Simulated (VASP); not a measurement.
Wanted: the native input for a VASP 6.6.1 run.

- Task: single point
- Functional: PBE
- Potentials or basis: VASP PAW PBE potentials, release 64 (Li_sv, Cl)
- Cutoff: 520 eV
- k mesh: 6 × 6 × 8
- Occupations: gaussian, width 0.1 eV
- Spin: no spin polarisation
- Dipole correction: no
- Further INCAR settings: ALGO = Normal; EDIFF = 1e-06; NBANDS = 36

The structure of LiCl2 lies in POSCAR:

```
LiCl2
1.0
    6.7514516909      0.0000000000      0.0000000000
   -3.3757258454      5.8469286767      0.0000000000
    0.0000000000      0.0000000000      5.3196674088
Li Cl
3 6
Direct
    0.3607836435      0.0000000000      0.3333333333
    0.0000000000      0.3607836435      0.6666666667
    0.6392163565      0.6392163565      0.0000000000
    0.3361183169      0.3343091882      0.2506405082
    0.6656908118      0.0018091287      0.5839738415
    0.9981908713      0.6638816831      0.9173071749
    0.3343091882      0.3361183169      0.7493594918
    0.0018091287      0.6656908118      0.4160261585
    0.6638816831      0.9981908713      0.0826928251
```

These files were run (other wordings do the same):

INCAR

```
PREC = Accurate ; ENCUT = 520
EDIFF = 1E-6 ; ISMEAR = 0
SIGMA = 0.1 ; LREAL = F
LASPH = T ; NELM = 60
ALGO = Normal ; ISIF = 2
LWAVE = F ; LCHARG = T
GGA = PE ; LELF = T
LVHAR = T ; NBANDS = 36
```

KPOINTS

```
regular mesh
0
Gamma
  6 6 8
```

Potentials or basis: VASP PAW PBE potentials, release 64 (Li_sv, Cl).

Run with:

```sh
$ cat potpaw_PBE.64/Li_sv/POTCAR potpaw_PBE.64/Cl/POTCAR > POTCAR
$ mpirun -np 1 vasp_std > vasp.out
```

It gave:

```json
{"Band gap on the k mesh": "zero (an odd number of electrons rules out a gap without spin polarisation)"}
```

Caveat: an odd number of electrons without spin polarisation forces a metal; a magnetic or distorted state may lie lower.

Wall time 7.9 min on 1 thread of Intel Xeon 8259CL, with other jobs on the host, peak memory 0.44 GiB.
